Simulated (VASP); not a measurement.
A run of VASP 6.6.1:

File INCAR:

```
SYSTEM = N
PREC = Accurate
ENCUT = 520
EDIFF = 1E-6
ISMEAR = 0
SIGMA = 0.1
LREAL = .False.
LASPH = .True.
NELM = 100
ALGO = Normal
ISIF = 2
LWAVE = .False.
LCHARG = .True.
GGA = PS
LELF = .True.
LVHAR = .True.
NBANDS = 8
```

The input KPOINTS:

```
regular mesh
0
Gamma
  22 22 22
  0 0 0
```

The input POSCAR:

```
N
1.0
    1.8290342346      0.0000000000      0.0000000000
    0.0000000000      1.8290342346      0.0000000000
    0.0000000000      0.0000000000      1.8290342346
N
1
Direct
    0.0000000000      0.0000000000      0.0000000000
```

Potentials or basis: VASP PAW PBE potentials, release 64 (N).

Launch:

```sh
$ cat potpaw_PBE.64/N/POTCAR > POTCAR
$ mpirun -np 1 vasp_std > vasp.out
```

Hardware: 1 thread of Intel Xeon 8259CL, on a shared host.

Q: How long does it take, and how much memory?

A: Wall time 11 s on 1 thread of Intel Xeon 8259CL (shared host), peak memory 0.11 GiB. Counts: scf iterations 10, k points 364.
